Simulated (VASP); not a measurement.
Write the native input for VASP 6.6.1 that does the following.

```yaml
Task: single point
Functional: PBE
Potentials_or_basis: VASP PAW PBE potentials, release 64 (Ti_sv, O)
Cutoff: 520 eV
k_mesh: 5 × 5 × 1
Occupations: gaussian, width 0.1 eV
Spin: no spin polarisation
Dipole_correction: yes
Further_INCAR_settings: ALGO = Normal; EDIFF = 1e-06; NBANDS = 87
```

The structure of Ti12O lies in POSCAR:

```
Ti12O
1.0
    5.8150893847      0.0000000000      0.0000000000
    0.0000000000      5.8150893847      0.0000000000
    0.0000000000      0.0000000000     19.3059825436
Ti O
12 1
Direct
    0.2500000000      0.2500000000      0.2071896621
    0.2500000000      0.7500000000      0.2071896621
    0.7500000000      0.2500000000      0.2071896621
    0.7500000000      0.7500000000      0.2071896621
    0.0000000000      0.0000000000      0.3057583574
    0.0000000000      0.5000000000      0.3057583574
    0.5000000000      0.0000000000      0.3057583574
    0.5000000000      0.5000000000      0.3057583574
    0.2500000000      0.2500000000      0.4043297214
    0.2500000000      0.7500000000      0.4043297214
    0.7500000000      0.2500000000      0.4043297214
    0.7500000000      0.7500000000      0.4043297214
    0.3333333333      0.3333333333      0.4854878428
```

One way to write it, as run:

INCAR

```
SYSTEM = Ti12O
PREC = Accurate ; ENCUT = 520
EDIFF = 1E-6 ; ISMEAR = 0
SIGMA = 0.1 ; LREAL = .False.
LASPH = .True. ; NELM = 100
ALGO = Normal ; ISIF = 2
LWAVE = .False. ; LCHARG = .False.
LDIPOL = .True. ; IDIPOL = 3
DIPOL = 0.5 0.5 0.320 ; GGA = PE
NBANDS = 87
```

KPOINTS

```
Automatic mesh
0
Gamma
  5 5 1
  0 0 0
```

Potentials or basis: VASP PAW PBE potentials, release 64 (Ti_sv, O).

Run with:

```sh
$ cat potpaw_PBE.64/Ti_sv/POTCAR potpaw_PBE.64/O/POTCAR > POTCAR
$ mpirun -np 1 vasp_std > vasp.out
```

It gave:

| Quantity | Value |
| --- | --- |
| Largest force | 0.712 eV/Å |
| Band gap on the k mesh | zero (bands 75 and 76 overlap by 0.24 eV) |

Wall time 31 min on 1 thread of Oxide Virtual Turin-like Processor, with other jobs on the host, peak memory 0.82 GiB.
